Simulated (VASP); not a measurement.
# Re (Pm-3m) in VASP: notebook

Runs on Re. Level: revPBE. Tasks: single point, relaxation of cell and atoms.

Everything below comes from runs of VASP 6.6.1. Logs are shortened: lines on timing, memory, paths and dates and some standing lists are left out, and cuts for length are marked.

## Step 1: The cell of the first run

Symmetry: Pm-3m, No. 221, cubic system. The conventional cell has a = 2.588 Å, b = 2.588 Å, c = 2.588 Å, α = 90.00°, β = 90.00°, γ = 90.00°. Within 3.4 Å of Re (site symmetry m-3m) lie 6 Re at 2.59 Å.

## Step 2: Single point, revPBE

INCAR reads:

```
SYSTEM = Re
ALGO     = Normal         ! electronic algorithm
EDIFF    = 1E-6           ! SCF threshold, eV
ENCUT    = 500            ! plane-wave cutoff, eV
GGA      = RE             ! functional
GGA_COMPAT= .FALSE.      
ISIF     = 2              ! what is computed and relaxed
ISMEAR   = -1             ! smearing method
LASPH    = .TRUE.         ! aspherical terms in the spheres
LCHARG   = .FALSE.        ! write CHGCAR
LREAL    = .FALSE.        ! projectors in reciprocal space
LWAVE    = .FALSE.        ! write WAVECAR
NBANDS   = 14             ! bands
NELM     = 120            ! most SCF steps
PREC     = Accurate       ! precision mode
SIGMA    = 0.1            ! smearing width, eV
```

KPOINTS reads:

```
k-points
0
G
  12 12 12
  0 0 0
```

POSCAR reads:

```
Re
1.0
    2.5881583674      0.0000000000      0.0000000000
    0.0000000000      2.5881583674      0.0000000000
    0.0000000000      0.0000000000      2.5881583674
Re
1
Direct
    0.0000000000      0.0000000000      0.0000000000
```

Potentials or basis: VASP PAW PBE potentials, release 64 (Re_sv_GW).

Launch:

```sh
$ cat potpaw_PBE.64/Re_sv_GW/POTCAR > POTCAR
$ mpirun -np 1 vasp_std > vasp.out
```

OUTCAR:

```text
SYSTEM = Re
   EDIFF = 1E-6
   ENCUT = 500
   GGA = RE
   ISIF = 2
   ISMEAR = -1
   LASPH = .TRUE.
   LREAL = .FALSE.
   NELM = 120
   PREC = Accurate

 ion  position               nearest neighbor table
   1  0.000  0.000  0.000-

  LATTYP: Found a simple cubic cell.
 ALAT       =     2.5881583674

  Lattice vectors:

 A1 = (   2.5881583674,   0.0000000000,   0.0000000000)
 A2 = (   0.0000000000,   2.5881583674,   0.0000000000)
 A3 = (   0.0000000000,   0.0000000000,   2.5881583674)

Analysis of symmetry for initial positions (statically):
=====================================================================
 Subroutine PRICEL returns:
 Original cell was already a primitive cell.

 Routine SETGRP: Setting up the symmetry group for a
 simple cubic supercell.

 Subroutine GETGRP returns: Found 48 space group operations
 (whereof 48 operations were pure point group operations)
 out of a pool of 48 trial point group operations.

The static configuration has the point symmetry O_h .

Analysis of symmetry for dynamics (positions and initial velocities):
=====================================================================
 Subroutine PRICEL returns:
 Original cell was already a primitive cell.

 Routine SETGRP: Setting up the symmetry group for a
 simple cubic supercell.

 Subroutine GETGRP returns: Found 48 space group operations
 (whereof 48 operations were pure point group operations)
 out of a pool of 48 trial point group operations.

The dynamic configuration has the point symmetry O_h .

 Subroutine INISYM returns: Found 48 space group operations
 (whereof 48 operations are pure point group operations),
 and found     1 'primitive' translations

----------------------------------------------------------------------------------------

                                     Primitive cell

  volume of cell :      17.3369

  direct lattice vectors                    reciprocal lattice vectors
     2.588158367  0.000000000  0.000000000     0.386375120  0.000000000  0.000000000
     0.000000000  2.588158367  0.000000000     0.000000000  0.386375120  0.000000000
     0.000000000  0.000000000  2.588158367     0.000000000  0.000000000  0.386375120

  length of vectors
     2.588158367  2.588158367  2.588158367     0.386375120  0.386375120  0.386375120

  position of ions in fractional coordinates (direct lattice)
     0.000000000  0.000000000  0.000000000

  ion indices of the primitive-cell ions
   primitive index   ion index
                 1           1

----------------------------------------------------------------------------------------

 KPOINTS: k-points

Automatic generation of k-mesh.
 Grid dimensions read from file:
 generate k-points for:   12   12   12

 Generating k-lattice:

  Cartesian coordinates                     Fractional coordinates (reciprocal lattice)
     0.032197927  0.000000000  0.000000000     0.083333333  0.000000000  0.000000000
     0.000000000  0.032197927  0.000000000     0.000000000  0.083333333  0.000000000
     0.000000000  0.000000000  0.032197927     0.000000000  0.000000000  0.083333333

  Length of vectors
     0.032197927  0.032197927  0.032197927

  Shift w.r.t. Gamma in fractional coordinates (k-lattice)
     0.000000000  0.000000000  0.000000000

 Subroutine IBZKPT returns following result:
 ===========================================

 Found     84 irreducible k-points:

 Following reciprocal coordinates:
            Coordinates               Weight
  0.000000  0.000000  0.000000      1.000000
  0.083333  0.000000  0.000000      6.000000
  0.166667  0.000000  0.000000      6.000000
  0.250000  0.000000  0.000000      6.000000
  0.333333  0.000000  0.000000      6.000000
  0.416667  0.000000  0.000000      6.000000
[... 16 lines left out ...]
  0.333333  0.333333  0.000000     12.000000
  0.416667  0.333333  0.000000     24.000000
 [... further k-points ...]
   k-points           NKPTS =     84   k-points in BZ     NKDIM =     84   number of bands    NBANDS=     14
   number of dos      NEDOS =    301   number of ions     NIONS =      1
   total plane-waves  NPLWV =   8000
   dimension x,y,z NGX =    20 NGY =   20 NGZ =   20
   dimension x,y,z NGXF=    40 NGYF=   40 NGZF=   40
   ions per type =               1
   NGX,Y,Z   is equivalent  to a cutoff of  12.85, 12.85, 12.85 a.u.
   NGXF,Y,Z  is equivalent  to a cutoff of  25.69, 25.69, 25.69 a.u.
 SYSTEM =  Re
   PREC   = accura    normal or accurate (medium, high low for compatibility)
   ISTART =      0    job   : 0-new  1-cont  2-samecut
   ICHARG =      2    charge: 1-file 2-atom 10-const
   ISPIN  =      1    spin polarized calculation?
   LNONCOLLINEAR =      F non collinear calculations
   LSORBIT =      F    spin-orbit coupling
   LASPH  =      T    aspherical Exc in radial PAW
   ENCUT  =  500.0 eV  36.75 Ry    6.06 a.u.   4.72  4.72  4.72*2*pi/ulx,y,z
   NELM   =    120;   NELMIN=  2; NELMDL= -5     # of ELM steps
   EDIFF  = 0.1E-05   stopping-criterion for ELM
   LREAL  =      F    real-space projection
   EDIFFG = 0.1E-04   stopping-criterion for IOM
   NSW    =      0    number of steps for IOM
   IBRION =     -1    ionic relax: 0-MD 1-quasi-New 2-CG
   NFREE  =      0    steps in history (QN), initial steepest desc. (CG)
   ISIF   =      2    stress and relaxation
   ISYM   =      2    0-nonsym 1-usesym 2-fastsym
   POTIM  = 0.5000    time-step for ionic-motion
   TEBEG  =    0.0;   TEEND  =   0.0 temperature during run
   PSTRESS=    0.0 pullay stress
   NELECT =      15.0000    total number of electrons
   NUPDOWN=      -1.0000    fix difference up-down
   EMIN   =  10.00;   EMAX   =-10.00  energy-range for DOS
   EFERMI =   0.00;   METHOD = LEGACY
   ISMEAR =    -1;   SIGMA  =   0.10  broadening in eV -4-tet -1-fermi 0-gaus
   EFERMI_NEDOS =   21; number of points for ismear=-14 and -15
   IALGO  =     38    algorithm
   IMIX   =      4    mixing-type and parameters
     AMIX     =   0.40;   BMIX     =  1.00
     AMIX_MAG =   1.60;   BMIX_MAG =  1.00
  volume/ion in A,a.u.               =      17.34       117.00
  Fermi-wavevector in a.u.,A,eV,Ry     =   1.559963  2.947903 33.109584  2.433486
  Thomas-Fermi vector in A             =   2.663245
   LORBIT       =      0    0 simple, 1 ext, 2 COOP (PROOUT), +10 PAW based schemes
   GGA     = RE    functional components
   LHFCALC =     F    Hartree Fock is set to
   AEXX    =    0.0000 exact exchange contribution
   IVDW    =     0    specifies the selected vdW correction
   LEPSILON=     F    determine dielectric tensor
   LRPA    =     F    only Hartree local field effects (RPA)
 non-spin polarized calculation
  energy-cutoff  :      500.00
  volume of cell :       17.34
 maximum number of plane-waves:       466
 NGX is ok and might be reduce to    20
   NGX =  9   NGY =  9   NGZ =  9

 number of electron      14.9999996 magnetization

 Free energy of the ion-electron system (eV)
  ---------------------------------------------------
  ext. energy  EPLUGINS =         0.00000000
  ---------------------------------------------------
  free energy    TOTEN  =       -12.17094184 eV

  energy without entropy =      -12.12853692  energy(sigma->0) =      -12.14973938

 E-fermi :  10.9650     XC(G=0): -13.0648

 val. band max:       10.9403247039   @ k =   0.4167   0.4167   0.0833
 cond. band min:      10.9717864542   @ k =   0.5000   0.4167   0.0833
 fundamental gap:      0.0314617504
 Fermi energy:        10.9649675270

 k-point     1 :       0.0000    0.0000    0.0000
  band No.  band energies     occupation
      1     -69.3342      2.00000
      2     -30.6369      2.00000
      3     -30.6369      2.00000
      4     -30.6369      2.00000
      5       1.8783      2.00000
      6       5.7346      2.00000
      7       5.7346      2.00000
      8      14.4102      0.00000
      9      14.4102      0.00000
     10      14.4102      0.00000
     11      25.8562      0.00000
     12      25.8562      0.00000
     13      25.8562      0.00000
     14      32.0217      0.00000

 k-point     2 :       0.0833    0.0000    0.0000
  band No.  band energies     occupation
      1     -69.3281      2.00000
      2     -30.7175      2.00000
      3     -30.6295      2.00000
      4     -30.6295      2.00000
      5       2.1041      2.00000
      6       5.7894      2.00000
      7       5.9713      2.00000
      8      14.0819      0.00000
      9      14.0819      0.00000
     10      14.4344      0.00000
     11      24.6677      0.00000
     12      26.3218      0.00000
     13      26.3218      0.00000
     14      32.8346      0.00000

 k-point     3 :       0.1667    0.0000    0.0000
  band No.  band energies     occupation
      1     -69.3124      2.00000
      2     -30.9348      2.00000
      3     -30.6108      2.00000
      4     -30.6108      2.00000
      5       2.7061      2.00000
      6       5.9427      2.00000
      7       6.6769      2.00000
      8      13.2878      0.00000
      9      13.2878      0.00000
     10      14.5000      0.00000
     11      22.5321      0.00000
     12      27.4963      0.00000
     13      27.4963      0.00000
     14      30.2927      0.00000
[... 324 lines left out ...]
 k-point    23 :       0.3333    0.3333    0.0000
  band No.  band energies     occupation
      1     -69.2080      2.00000
      2     -31.4129      2.00000
      3     -31.3922      2.00000
      4     -30.4859      2.00000
      5       5.8027      2.00000
      6       6.7487      2.00000
      7      11.1508      0.26970
      8      11.7871      0.00054
      9      11.9497      0.00011
     10      12.1936      0.00001
     11      20.5957      0.00000
     12      23.7698      0.00000
     13      28.3625      0.00000
     14      33.6345      0.00000

 k-point    24 :       0.4167    0.3333    0.0000
  band No.  band energies     occupation
      1     -69.1925      2.00000
      2     -31.5964      2.00000
      3     -31.3767      2.00000
      4     -30.4674      2.00000
      5       5.6633      2.00000
      6       6.7614      2.00000
      7      11.5540      0.00552
      8      11.5663      0.00488
      9      12.2045      0.00001
     10      13.6116      0.00000
     11      19.4003      0.00000
     12      24.5129      0.00000
     13      27.5113      0.00000
     14      31.1093      0.00000

 [... further k-points ...]
[... 5 lines left out ...]
  --------------------------------------------------------------------------------------
  -------------------------------------------------------------------------------------
  Total       -0.2477514     -0.2477514     -0.2477514      0.0000000      0.0000000      0.0000000
  in kB      -22.8957084    -22.8957084    -22.8957084      0.0000000      0.0000000      0.0000000
  external PRESSURE =     -22.8957084 kB  Pullay stress =       0.0000000 kB

 VOLUME and BASIS-vectors are now :
 -----------------------------------------------------------------------------
  energy-cutoff  :      500.00
  volume of cell :       17.34
      direct lattice vectors                 reciprocal lattice vectors
     2.588158367  0.000000000  0.000000000     0.386375120  0.000000000  0.000000000
     0.000000000  2.588158367  0.000000000     0.000000000  0.386375120  0.000000000
     0.000000000  0.000000000  2.588158367     0.000000000  0.000000000  0.386375120

 POSITION                                       TOTAL-FORCE (eV/Angst)
 -----------------------------------------------------------------------------------
      0.00000      0.00000      0.00000         0.000000      0.000000      0.000000
 -----------------------------------------------------------------------------------
    total drift:                               -0.000000      0.000000      0.000000

  FREE ENERGIE OF THE ION-ELECTRON SYSTEM (eV)
  ---------------------------------------------------
  free  energy   TOTEN  =       -12.1709418378 eV

  energy  without entropy=      -12.1285369155  energy(sigma->0) =      -12.14973938
```

Wall time 7.6 s (1 thread of Intel Xeon 6975P-C (Granite Rapids), shared host); peak memory 0.14 GiB.

What came out:

```
Free energy : -12.1709 eV
Pressure    : -2.3 GPa
```

Levels at points of the mesh, in eV from the Fermi level:
```csv
k point,band 3,band 4,band 5,band 6,band 7,band 8,band 9,band 10,band 11,band 12
"(0.00, 0.00, 0.00)",-41.60,-41.60,-9.09,-5.23,-5.23,3.45,3.45,3.45,14.89,14.89
"(0.50, 0.00, 0.00)",-41.50,-41.50,-5.72,-4.33,-1.02,-0.08,-0.08,3.81,8.15,14.32
"(0.50, 0.50, 0.00)",-42.59,-41.40,-6.18,-3.78,0.62,0.62,4.57,4.57,5.99,13.47
"(0.50, 0.50, 0.50)",-42.46,-42.46,-4.64,-4.64,-4.64,6.25,6.25,7.71,11.31,11.31
```

Caveat: the PAW data sets were made with another functional, which shifts forces and pressure a little; spin-orbit coupling is left out, which moves the levels of the heavy elements.

[end of part 1 of 2]
